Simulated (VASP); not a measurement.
Crystal: PbS (Galena).

```
Pb S
1.0
     0.00000    2.92567    2.92567
     2.92567    0.00000    2.92567
     2.92567    2.92567    0.00000
Pb S
1 1
Direct
  0.00000 0.00000 0.00000
  0.50000 0.50000 0.50000
```

Base run:

```yaml
Program: VASP 6.6.1
Functional: PBE
Potentials_or_basis: VASP PAW PBE potentials, release 64 (Pb_d, S)
Cutoff: 520 eV
k_mesh: 8 × 8 × 8
Occupations: fermi-dirac, width 0.05 eV
Spin: no spin polarisation
```

Its results: band gap on the k mesh 0.20 eV, direct; pressure 4.9 GPa.

Q: After a change of settings the same cell gave: band gap on the k mesh 0.05 eV, direct; pressure -0.2 GPa. Which change was it?
A. functional from PBE to r2SCAN; dispersion from none to rVV10
B. functional from PBE to r2SCAN
C. functional from PBE to LDA; potentials or basis from VASP PAW PBE potentials, release 64 (Pb_d, S) to VASP PAW LDA potentials, release 64 (Pb_d, S)

A: C.

Caveats: spin-orbit coupling is left out, which moves the levels of the heavy elements.
